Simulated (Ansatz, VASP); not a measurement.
Li3SF in VASP and in Ansatz

```
CELL_PARAMETERS angstrom
4.58475 0.00000 0.00000
0.00000 4.58475 0.00000
0.00000 0.00000 4.58475
ATOMIC_POSITIONS crystal
F 0.00000 0.00000 0.00000
S 0.50000 0.50000 0.50000
Li 0.50000 0.50000 0.00000
Li 0.50000 0.00000 0.50000
Li 0.00000 0.50000 0.50000
```

Alike in both runs: task single point; functional PBE; k mesh 6 × 6 × 6; no spin polarisation.

|  | VASP | Ansatz |
| --- | --- | --- |
| version | VASP 6.6.1 | Ansatz 0.2.0 |
| potentials or method | VASP PAW PBE potentials, release 64 (F, S, Li_sv) | plane waves, PAW |
| plane-wave cutoff (eV) | 520 | 420 |
| occupations | gaussian, width 0.01 eV | fixed |
| valence electrons in the cell | 22 | 22 |

|  | VASP | Ansatz | Ansatz less VASP |
| --- | --- | --- | --- |
| gap on the k mesh at the Fermi level (eV) | 3.78 | 3.78 | -0.001 |

Noted on VASP's run: the cutoff is short for stress, so the pressure is rough.
